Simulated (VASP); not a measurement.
A run of VASP 6.6.1 is set up as follows.

The input INCAR:

```
  PREC = Accurate
  ENCUT = 600
  EDIFF = 1E-6
  ISMEAR = 0
  SIGMA = 0.1
  LREAL = F
  LASPH = T
  NELM = 60
  ALGO = Normal
  ISIF = 3
  LWAVE = F
  LCHARG = F
  GGA = PE
  IBRION = 2
  NSW = 100
  EDIFFG = -0.01
```

Contents of KPOINTS:

```
Automatic mesh
0
Gamma
  12 12 8
```

File POSCAR:

```
NbSiO4
1.0
    3.6271051130      0.0000000000      0.0000000000
   -1.8135525565      3.1411651701      0.0000000000
    0.0000000000      0.0000000000      5.0691842321
Nb Si O
1 1 4
Direct
    0.0000000000      0.0000000000      0.0000000000
    0.0000000000      0.0000000000      0.5000000000
    0.3333333333      0.6666666667      0.7742664409
    0.3333333333      0.6666666667      0.2257335591
    0.6666666667      0.3333333333      0.7742664409
    0.6666666667      0.3333333333      0.2257335591
```

Potentials or basis: VASP PAW PBE potentials, release 64 (Nb_sv, Si, O).

Launch:

```sh
$ cat potpaw_PBE.64/Nb_sv/POTCAR potpaw_PBE.64/Si/POTCAR potpaw_PBE.64/O/POTCAR > POTCAR
$ mpirun -np 1 vasp_std > vasp.out
```

(1) Predict the relaxed volume.

(2) What does it give for the space group after relaxing (to 0.1 Å)?

## Answers

(1) 9.66 Å³/atom.

(2) P6/mmm (No. 191).

Caveat: an odd number of electrons without spin polarisation forces a metal; a magnetic or distorted state may lie lower.
